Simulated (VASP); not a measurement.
Input of a VASP 6.6.1 run:

The input INCAR:

```
ALGO = Normal
EDIFF = 1E-6
ENCUT = 520
GGA = PS
ISIF = 2
ISMEAR = -1
LASPH = T
LCHARG = T
LELF = T
LREAL = Auto
LVHAR = T
LWAVE = F
NBANDS = 48
NELM = 60
PREC = Accurate
SIGMA = 0.02
```

File KPOINTS:

```
k-points
0
Gamma
  2 2 2
```

POSCAR

```
Si
1.0
    0.0000000000      5.4300000000      5.4300000000
    5.4300000000      0.0000000000      5.4300000000
    5.4300000000      5.4300000000      0.0000000000
Si
17
Direct
   -0.0041342541     -0.0034627993     -0.0031073665
    0.1374942910      0.1381874770      0.0864948435
    0.0137381215      0.0144528545      0.4577311234
    0.1174035912      0.1180358195      0.6181750460
   -0.0041419890      0.5110670350     -0.0031014733
    0.1187176796      0.6245517495      0.1325392265
   -0.0125309392      0.5042261510      0.5044316759
    0.1173820442      0.6467592081      0.6181794659
    0.5103792818     -0.0034511050     -0.0031240331
    0.6238725599      0.1193955801      0.1325296501
    0.5035590239     -0.0118687845      0.5044266114
    0.6460456722      0.1180651934      0.6181591160
    0.4922677716      0.4929478821      0.0221930018
    0.6238686004      0.6245588398      0.1325325046
    0.5035568140      0.5042341621      0.5044273481
    0.6168298343      0.6174976059      0.6485261510
    0.2676666667      0.2684112339      0.6959016575
```

Potentials or basis: VASP PAW PBE potentials, release 64 (Si).

The run is started by

```console
$ cat potpaw_PBE.64/Si/POTCAR > POTCAR
$ mpirun -np 1 vasp_std > vasp.out
```

(1) What does it give for the band gap on the k mesh?

(2) Predict the pressure.

Results:

(1) zero (bands 34 and 35 overlap by 0.14 eV).

(2) 3.2 GPa.

Caveat: the k points lie up to 0.50 Å⁻¹ apart; the PAW data sets were made with another functional, which shifts forces and pressure a little.
